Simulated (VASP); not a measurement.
# AlN (P-1) in VASP: single point with PBE

Aim: the single point of AlN with PBE.

Everything below comes from runs of VASP 6.6.1. Logs are shortened: lines on timing, memory, paths and dates and some standing lists are left out, and cuts for length are marked.

## (1) The cell of the first run

The typed cell holds 2 atoms: a = 2.828 Å, b = 2.777 Å, c = 2.880 Å, α = 62.33°, β = 62.90°, γ = 61.78°.

## (2) Single point, PBE (engineering shear strain xz -0.0700, engineering shear strain yz -0.0350)

INCAR

```
PREC = Accurate
ENCUT = 520
EDIFF = 1E-6
ISMEAR = 0
SIGMA = 0.05
LREAL = F
LASPH = T
NELM = 80
ALGO = Normal
ISIF = 2
LWAVE = F
LCHARG = T
GGA = PE
LELF = T
LVHAR = T
NBANDS = 11
```

KPOINTS

```
Automatic mesh
0
Gamma
  10 10 10
```

POSCAR

```
AlN
1.0
   -0.0712218703      1.9992996450      1.9992996450
    1.9636887099     -0.0356109352      1.9636887099
    2.0349105802      2.0349105802     -0.1068328055
Al N
1 1
Direct
    0.5000000000      0.5000000000      0.5000000000
    0.0000000000      0.0000000000      0.0000000000
```

Potentials or basis: VASP PAW PBE potentials, release 64 (Al, N).

Launch:

```sh
$ cat potpaw_PBE.64/Al/POTCAR potpaw_PBE.64/N/POTCAR > POTCAR
$ mpirun -np 1 vasp_std > vasp.out
```

OUTCAR:

```text
PREC = Accurate
   ENCUT = 520
   EDIFF = 1E-6
   ISMEAR = 0
   LREAL = F
   LASPH = T
   NELM = 80
   ISIF = 2
   GGA = PE

 ion  position               nearest neighbor table
   1  0.500  0.500  0.500-   2 2.04   2 2.04   2 2.04   2 2.04   2 2.04   2 2.04
   2  0.000  0.000  0.000-   1 2.04   1 2.04   1 2.04   1 2.04   1 2.04   1 2.04

  LATTYP: Found a triclinic cell.
 ALAT       =     4.8106944186
 B/A-ratio  =     0.5773186317
 C/A-ratio  =     0.6191900149
 COS(alpha) =     0.0001532892
 COS(beta)  =     0.2994368460
 COS(gamma) =     0.8553677871

  Lattice vectors:

 A1 = (  -1.8924668396,  -1.9636887098,  -3.9629883549)
 A2 = (  -1.9636887099,   0.0356109352,  -1.9636887099)
 A3 = (   2.1061324505,   0.0356109352,  -2.1061324505)

Analysis of symmetry for initial positions (statically):
=====================================================================
 Subroutine PRICEL returns:
 Original cell was already a primitive cell.

 Routine SETGRP: Setting up the symmetry group for a
 triclinic supercell.

 Subroutine GETGRP returns: Found  2 space group operations
 (whereof  2 operations were pure point group operations)
 out of a pool of  2 trial point group operations.

The static configuration has the point symmetry S_2 .

Analysis of symmetry for dynamics (positions and initial velocities):
=====================================================================
 Subroutine PRICEL returns:
 Original cell was already a primitive cell.

 Routine SETGRP: Setting up the symmetry group for a
 triclinic supercell.

 Subroutine GETGRP returns: Found  2 space group operations
 (whereof  2 operations were pure point group operations)
 out of a pool of  2 trial point group operations.

The dynamic configuration has the point symmetry S_2 .

 Subroutine INISYM returns: Found  2 space group operations
 (whereof  2 operations are pure point group operations),
 and found     1 'primitive' translations

----------------------------------------------------------------------------------------

                                     Primitive cell

  volume of cell :      16.8268

  direct lattice vectors                    reciprocal lattice vectors
    -0.071221870  1.999299645  1.999299645    -0.237248696  0.249942216  0.241781327
     1.963688710 -0.035610935  1.963688710     0.254474847 -0.241329140  0.250394402
     2.034910580  2.034910580 -0.106832806     0.237550154  0.241630598 -0.233168252

  length of vectors
     2.828333555  2.777303519  2.879780441     0.420970622  0.430922914  0.411318435

  position of ions in fractional coordinates (direct lattice)
     0.500000000  0.500000000  0.500000000
     0.000000000  0.000000000  0.000000000

  ion indices of the primitive-cell ions
   primitive index   ion index
                 1           1
                 2           2

----------------------------------------------------------------------------------------

 KPOINTS: Automatic mesh

Automatic generation of k-mesh.
 Grid dimensions read from file:
 generate k-points for:   10   10   10

 Generating k-lattice:

  Cartesian coordinates                     Fractional coordinates (reciprocal lattice)
    -0.023724870  0.024994222  0.024178133     0.100000000  0.000000000 -0.000000000
     0.025447485 -0.024132914  0.025039440     0.000000000  0.100000000 -0.000000000
     0.023755015  0.024163060 -0.023316825     0.000000000  0.000000000  0.100000000

  Length of vectors
     0.042097062  0.043092291  0.041131844

  Shift w.r.t. Gamma in fractional coordinates (k-lattice)
     0.000000000  0.000000000  0.000000000

 Subroutine IBZKPT returns following result:
 ===========================================

 Found    504 irreducible k-points:

 Following reciprocal coordinates:
            Coordinates               Weight
  0.000000  0.000000  0.000000      1.000000
  0.100000  0.000000 -0.000000      2.000000
  0.200000  0.000000 -0.000000      2.000000
  0.300000  0.000000  0.000000      2.000000
  0.400000  0.000000 -0.000000      2.000000
  0.500000  0.000000 -0.000000      1.000000
[... 16 lines left out ...]
 -0.400000  0.200000 -0.000000      2.000000
 -0.300000  0.200000 -0.000000      2.000000
 [... further k-points ...]
   k-points           NKPTS =    504   k-points in BZ     NKDIM =    504   number of bands    NBANDS=     11
   number of dos      NEDOS =    301   number of ions     NIONS =      2
   total plane-waves  NPLWV =  13824
   dimension x,y,z NGX =    24 NGY =   24 NGZ =   24
   dimension x,y,z NGXF=    48 NGYF=   48 NGZF=   48
   ions per type =               1   1
   NGX,Y,Z   is equivalent  to a cutoff of  14.11, 14.37, 13.85 a.u.
   NGXF,Y,Z  is equivalent  to a cutoff of  28.21, 28.73, 27.71 a.u.
 SYSTEM =  unknown system
   PREC   = accura    normal or accurate (medium, high low for compatibility)
   ISTART =      0    job   : 0-new  1-cont  2-samecut
   ICHARG =      2    charge: 1-file 2-atom 10-const
   ISPIN  =      1    spin polarized calculation?
   LNONCOLLINEAR =      F non collinear calculations
   LSORBIT =      F    spin-orbit coupling
   LASPH  =      T    aspherical Exc in radial PAW
   ENCUT  =  520.0 eV  38.22 Ry    6.18 a.u.   5.26  5.16  5.35*2*pi/ulx,y,z
   NELM   =     80;   NELMIN=  2; NELMDL= -5     # of ELM steps
   EDIFF  = 0.1E-05   stopping-criterion for ELM
   LREAL  =      F    real-space projection
   EDIFFG = 0.1E-04   stopping-criterion for IOM
   NSW    =      0    number of steps for IOM
   IBRION =     -1    ionic relax: 0-MD 1-quasi-New 2-CG
   NFREE  =      0    steps in history (QN), initial steepest desc. (CG)
   ISIF   =      2    stress and relaxation
   ISYM   =      2    0-nonsym 1-usesym 2-fastsym
   POTIM  = 0.5000    time-step for ionic-motion
   TEBEG  =    0.0;   TEEND  =   0.0 temperature during run
   PSTRESS=    0.0 pullay stress
   NELECT =       8.0000    total number of electrons
   NUPDOWN=      -1.0000    fix difference up-down
   EMIN   =  10.00;   EMAX   =-10.00  energy-range for DOS
   EFERMI =   0.00;   METHOD = LEGACY
   ISMEAR =     0;   SIGMA  =   0.05  broadening in eV -4-tet -1-fermi 0-gaus
   EFERMI_NEDOS =   21; number of points for ismear=-14 and -15
   IALGO  =     38    algorithm
   IMIX   =      4    mixing-type and parameters
     AMIX     =   0.40;   BMIX     =  1.00
     AMIX_MAG =   1.60;   BMIX_MAG =  1.00
  volume/ion in A,a.u.               =       8.41        56.78
  Fermi-wavevector in a.u.,A,eV,Ry     =   1.277727  2.414554 22.212678  1.632586
  Thomas-Fermi vector in A             =   2.410310
   LORBIT       =      0    0 simple, 1 ext, 2 COOP (PROOUT), +10 PAW based schemes
   GGA     = PE    functional components
   LHFCALC =     F    Hartree Fock is set to
   AEXX    =    0.0000 exact exchange contribution
   IVDW    =     0    specifies the selected vdW correction
   LEPSILON=     F    determine dielectric tensor
   LRPA    =     F    only Hartree local field effects (RPA)
 non-spin polarized calculation
 Gauss-broadening in eV      SIGMA  =   0.05
  energy-cutoff  :      520.00
  volume of cell :       16.83
 maximum number of plane-waves:       467
 NGX is ok and might be reduce to    24
   NGX = 11   NGY = 11   NGZ = 11

 number of electron       8.0000000 magnetization

 Free energy of the ion-electron system (eV)
  ---------------------------------------------------
  ext. energy  EPLUGINS =         0.00000000
  ---------------------------------------------------
  free energy    TOTEN  =       -14.44722888 eV

  energy without entropy =      -14.44722888  energy(sigma->0) =      -14.44722888

 E-fermi :  10.6046     XC(G=0): -12.2039

 val. band max:       10.2850117464   @ k =   0.0000   0.0000   0.0000
 cond. band min:      13.3983224568   @ k =   0.5000   0.0000   0.5000
 fundamental gap:      3.1133107103
 Fermi energy:        10.6045925920

 k-point     1 :       0.0000    0.0000    0.0000
  band No.  band energies     occupation
      1      -7.6462      2.00000
      2       9.2097      2.00000
      3       9.7481      2.00000
      4      10.2850      2.00000
      5      14.9350      0.00000
      6      20.7960      0.00000
      7      21.9011      0.00000
      8      23.1656      0.00000
      9      26.5294      0.00000
     10      27.4373      0.00000
     11      27.5122      0.00000

 k-point     2 :       0.1000    0.0000   -0.0000
  band No.  band energies     occupation
      1      -7.4493      2.00000
      2       8.5059      2.00000
      3       9.3356      2.00000
      4      10.1427      2.00000
      5      15.5887      0.00000
      6      20.5446      0.00000
      7      21.7647      0.00000
      8      23.2948      0.00000
      9      25.5318      0.00000
     10      26.2104      0.00000
     11      27.9587      0.00000

 k-point     3 :       0.2000    0.0000   -0.0000
  band No.  band energies     occupation
      1      -6.8768      2.00000
      2       6.4261      2.00000
      3       9.0471      2.00000
      4       9.8378      2.00000
      5      16.3743      0.00000
      6      20.1381      0.00000
      7      22.1441      0.00000
      8      23.0689      0.00000
      9      24.5387      0.00000
     10      26.1536      0.00000
     11      27.2941      0.00000

 k-point     4 :       0.3000    0.0000    0.0000
  band No.  band energies     occupation
      1      -6.0014      2.00000
      2       4.1473      2.00000
      3       8.7804      2.00000
      4       9.5031      2.00000
      5      16.2950      0.00000
      6      20.9085      0.00000
      7      21.5443      0.00000
      8      22.2251      0.00000
      9      25.6456      0.00000
     10      26.5691      0.00000
     11      27.8819      0.00000

 k-point     5 :       0.4000    0.0000   -0.0000
  band No.  band energies     occupation
      1      -5.0341      2.00000
      2       2.2496      2.00000
      3       8.5901      2.00000
      4       9.2561      2.00000
      5      15.9691      0.00000
      6      20.8631      0.00000
      7      21.5871      0.00000
      8      21.9856      0.00000
      9      25.8913      0.00000
     10      27.9013      0.00000
     11      30.0466      0.00000
[... 211 lines left out ...]
 k-point    21 :       0.4000    0.2000   -0.0000
  band No.  band energies     occupation
      1      -5.0886      2.00000
      2       3.8072      2.00000
      3       7.3041      2.00000
      4       8.0962      2.00000
      5      16.8420      0.00000
      6      19.0035      0.00000
      7      20.4551      0.00000
      8      23.6713      0.00000
      9      25.5043      0.00000
     10      30.5337      0.00000
     11      31.3238      0.00000

 k-point    22 :       0.5000    0.2000    0.0000
  band No.  band energies     occupation
      1      -4.2913      2.00000
      2       2.4996      2.00000
      3       6.6878      2.00000
      4       8.0830      2.00000
      5      16.7735      0.00000
      6      19.3497      0.00000
      7      21.3092      0.00000
      8      22.9855      0.00000
      9      26.2534      0.00000
     10      30.6803      0.00000
     11      31.5947      0.00000

 k-point    23 :      -0.4000    0.2000   -0.0000
  band No.  band energies     occupation
      1      -4.1363      2.00000
      2       2.2920      2.00000
      3       6.3105      2.00000
      4       8.3048      2.00000
      5      17.1196      0.00000
      6      19.3784      0.00000
      7      21.4563      0.00000
      8      22.6230      0.00000
      9      27.1201      0.00000
     10      29.4465      0.00000
     11      30.8373      0.00000

 k-point    24 :      -0.3000    0.2000   -0.0000
  band No.  band energies     occupation
      1      -4.7807      2.00000
      2       3.3446      2.00000
      3       6.3066      2.00000
      4       8.6808      2.00000
      5      17.7640      0.00000
      6      19.6284      0.00000
      7      20.3912      0.00000
      8      22.3982      0.00000
      9      26.5230      0.00000
     10      29.1031      0.00000
     11      30.5860      0.00000

 [... further k-points ...]

------------------------ aborting loop because EDIFF is reached ----------------------------------------

  FORCE on cell =-STRESS in cart. coord.  units (eV):
  Direction    XX          YY          ZZ          XY          YZ          ZX
  --------------------------------------------------------------------------------------
  -------------------------------------------------------------------------------------
  Total        0.1019361     -0.0612269      0.1562074     -0.1098871      1.1184129      2.2565215
  in kB        9.7059504     -5.8297861     14.8734492    -10.4630183    106.4908446    214.8570483
  external PRESSURE =       6.2498712 kB  Pullay stress =       0.0000000 kB

 VOLUME and BASIS-vectors are now :
 -----------------------------------------------------------------------------
  energy-cutoff  :      520.00
  volume of cell :       16.83
      direct lattice vectors                 reciprocal lattice vectors
    -0.071221870  1.999299645  1.999299645    -0.237248696  0.249942216  0.241781327
     1.963688710 -0.035610935  1.963688710     0.254474847 -0.241329140  0.250394402
     2.034910580  2.034910580 -0.106832806     0.237550154  0.241630598 -0.233168252

 POSITION                                       TOTAL-FORCE (eV/Angst)
 -----------------------------------------------------------------------------------
      1.96369      1.99930      1.92808         0.000000     -0.000000      0.000000
      0.00000      0.00000      0.00000        -0.000000      0.000000     -0.000000
 -----------------------------------------------------------------------------------
    total drift:                                0.000000     -0.000000     -0.000000

  FREE ENERGIE OF THE ION-ELECTRON SYSTEM (eV)
  ---------------------------------------------------
  free  energy   TOTEN  =       -14.4472288831 eV

  energy  without entropy=      -14.4472288831  energy(sigma->0) =      -14.44722888
```

It took 87 s on 1 thread of Intel Xeon 8259CL, shared host; peak memory 0.21 GiB.

What came out:

```
Free energy            : -14.4472 eV
Pressure               : 0.6 GPa
Band gap on the k mesh : 3.11 eV (least direct gap 4.65 eV)
```

Levels at points of the mesh, in eV from the valence-band top:
```csv
k point,band 2,band 3,band 4,band 5,band 6,band 7
"(0.00, 0.00, 0.00)",-1.08,-0.54,0.00,4.65,10.51,11.62
"(0.50, 0.00, 0.00)",-8.86,-1.76,-1.12,5.55,10.33,11.08
"(0.00, 0.50, 0.00)",-8.60,-1.96,-1.39,5.10,9.74,10.58
"(0.50, 0.50, 0.00)",-7.79,-3.29,-3.26,3.90,4.79,12.88
"(0.00, 0.00, 0.50)",-9.11,-1.42,-1.00,6.12,10.88,11.48
"(0.50, 0.00, 0.50)",-7.80,-3.99,-2.54,3.11,5.61,13.17
"(0.00, 0.50, 0.50)",-7.79,-3.64,-2.91,3.61,5.08,12.94
"(0.50, 0.50, 0.50)",-8.35,-2.11,-1.74,4.72,9.33,9.78
```

Caveat: the cell differs from its parent crystal (engineering shear strain xz -0.0700, engineering shear strain yz -0.0350). A k mesh can miss the band edges.
